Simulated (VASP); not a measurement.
Wanted: the native input for a VASP 6.6.1 run.

```yaml
Task: single point
Functional: PBE
Potentials_or_basis: VASP PAW PBE potentials, release 64 (Mg, Se)
Cutoff: 600 eV
k_mesh: 4 × 4 × 4
Occupations: gaussian, width 0.01 eV
Spin: no spin polarisation
Dipole_correction: no
Further_INCAR_settings: ALGO = Normal; EDIFF = 1e-06; NBANDS = 11
```

The structure of MgSe lies in POSCAR:

```
MgSe
1.0
    0.0000000000      2.7362756105      2.7362756105
    2.7362756105      0.0000000000      2.7362756105
    2.7362756105      2.7362756105      0.0000000000
Mg Se
1 1
Direct
    0.0000000000      0.0000000000      0.0000000000
    0.5000000000      0.5000000000      0.5000000000
```

The input as run:

INCAR

```
PREC     = Accurate       # precision mode
ENCUT    = 600            # plane-wave cutoff, eV
EDIFF    = 1E-6           # SCF threshold, eV
ISMEAR   = 0              # smearing method
SIGMA    = 0.01           # smearing width, eV
LREAL    = F              # projectors in reciprocal space
LASPH    = T              # aspherical terms in the spheres
NELM     = 120            # most SCF steps
ALGO     = Normal         # electronic algorithm
ISIF     = 2              # what is computed and relaxed
LWAVE    = F              # write WAVECAR
LCHARG   = F              # write CHGCAR
GGA      = PE             # functional
NBANDS   = 11             # bands
GGA_COMPAT= F
```

KPOINTS

```
regular mesh
0
Gamma
  4 4 4
```

Potentials or basis: VASP PAW PBE potentials, release 64 (Mg, Se).

Launch:

```console
$ cat potpaw_PBE.64/Mg/POTCAR potpaw_PBE.64/Se/POTCAR > POTCAR
$ mpirun -np 1 vasp_std > vasp.out
```

Results of the run:

```json
{"Pressure": "1.5 GPa", "Band gap on the k mesh": "1.75 eV (least direct gap 2.50 eV)"}
```

Caveat: the k points lie up to 0.50 Å⁻¹ apart.

Wall time 6.2 s on 1 thread of Intel(R) Xeon(R) Platinum 8259CL CPU @ 2.50GHz (Skylake/Cascade Lake), on a shared host, peak memory 0.17 GiB.
